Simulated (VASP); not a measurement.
A run of VASP 6.6.1:

File INCAR:

```
SYSTEM = PbO2
PREC = Accurate
ENCUT = 520
EDIFF = 1E-6
ISMEAR = 0
SIGMA = 0.01
LREAL = .False.
LASPH = .True.
NELM = 120
ALGO = Normal
ISIF = 2
LWAVE = .False.
LCHARG = .True.
GGA = PE
IVDW = 12
LELF = .True.
LVHAR = .True.
NBANDS = 35
GGA_COMPAT = .False.
```

Contents of KPOINTS:

```
Automatic mesh
0
Gamma
  1 1 2
  0 0 0.5
```

File POSCAR:

```
PbO2
1.0
    4.9577000000      0.0000000000      0.0000000000
    0.0000000000      4.9577000000      0.0000000000
    0.0000000000      0.0000000000      3.3879000000
Pb O
2 4
Direct
    0.0031401658     -0.0071371805      0.0062298179
    0.4943096597      0.5027982734      0.4897845273
    0.3143939730      0.3215658471      0.0079769179
    0.1960639006      0.8195098534      0.4983694914
    0.6877737661      0.7052766404      0.0097015851
    0.8347947637      0.2098418622      0.5355695268
```

Potentials or basis: VASP PAW PBE potentials, release 64 (Pb_d, O).

The run is started by

```console
$ cat potpaw_PBE.64/Pb_d/POTCAR potpaw_PBE.64/O/POTCAR > POTCAR
$ mpirun -np 1 vasp_std > vasp.out
```

Hardware: 1 thread of Intel(R) Xeon(R) 6975P-C (Granite Rapids) (shared host).

**Question.** How long does it take, and how much memory?

**Answer.** Wall time 7.1 s on 1 thread of Intel(R) Xeon(R) 6975P-C (Granite Rapids), with other jobs on the host, peak memory 0.2 GiB. Counts: scf iterations 14, k points 1.
